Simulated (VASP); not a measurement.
A run of VASP 6.6.1 is set up as follows.

File INCAR:

```
SYSTEM = CaF2
PREC     = Accurate       ! precision mode
ENCUT    = 600            ! plane-wave cutoff, eV
EDIFF    = 1E-6           ! SCF threshold, eV
ISMEAR   = 0              ! smearing method
SIGMA    = 0.01           ! smearing width, eV
LREAL    = .False.        ! projectors in reciprocal space
LASPH    = .True.         ! aspherical terms in the spheres
NELM     = 120            ! most SCF steps
ALGO     = Normal         ! electronic algorithm
ISIF     = 2              ! what is computed and relaxed
LWAVE    = .False.        ! write WAVECAR
LCHARG   = .True.         ! write CHGCAR
GGA      = PE             ! functional
LELF     = .True.         ! ELF
LVHAR    = .True.       
NBANDS   = 19             ! bands
GGA_COMPAT= .False.
```

File KPOINTS:

```
Automatic mesh
0
Gamma
  6 6 6
  0 0 0
```

The input POSCAR:

```
CaF2
1.0
    0.0000000000      2.7195928259      2.7195928259
    2.7195928259      0.0000000000      2.7195928259
    2.7195928259      2.7195928259      0.0000000000
Ca F
1 2
Direct
    0.0000000000      0.0000000000      0.0000000000
    0.7500000000      0.7500000000      0.7500000000
    0.2500000000      0.2500000000      0.2500000000
```

Potentials or basis: VASP PAW PBE potentials, release 64 (Ca_sv, F).

Command:

```console
$ cat potpaw_PBE.64/Ca_sv/POTCAR potpaw_PBE.64/F/POTCAR > POTCAR
$ mpirun -np 1 vasp_std > vasp.out
```

Problem. What does it give for the pressure?

Solution. 3.6 GPa.

Problem. What does it give for the band gap on the k mesh?

Solution. 7.36 eV (least direct gap 7.61 eV).

Caveat: the cell stands under pressure. A k mesh can miss the band edges.
